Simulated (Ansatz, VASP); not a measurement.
## Two plane-wave programs on B5P

```
B P
1.0
     3.29883    0.00000    0.00000
    -1.64942    2.85687    0.00000
     0.00000    0.00000    6.26026
B P
5 1
Cartesian
  -0.8283 2.3828 5.9666
  0.0000 0.9481 5.9666
  0.8283 2.3828 5.9666
  1.6494 0.9523 3.2870
  1.6494 0.9523 5.0416
  0.0000 1.9046 2.7428
```

Alike in both runs: task single point; functional PBE; k mesh 6 × 6 × 4; occupations gaussian, width 0.1 eV; no spin polarisation.

|  | VASP | Ansatz |
| --- | --- | --- |
| version | VASP 6.6.1 | Ansatz 0.2.0 |
| potentials or method | VASP PAW PBE potentials, release 64 (B, P), cutoff 500 eV | scalar-relativistic, plane waves, PAW |
| valence electrons in the cell | 20 | 20 |

|  | VASP | Ansatz | Ansatz less VASP |
| --- | --- | --- | --- |
| gap on the k mesh at the Fermi level (eV) | none | none | - |
| pressure (GPa) | -0.2 | -0.2 | +0.05 |
| traceless stress, the component that is largest in VASP (GPa) | -0.63 | -0.64 | -0.012 |
| rms of the force components (eV/Å) | 0.127 | 0.126 | -0.0012 |

Atom by atom the forces differ by 0.003 eV/Å (rms over components). A gap of «none» marks a metal or a gap that the smearing closes.

The k mesh is coarse, so the values compare programs but aren't converged.
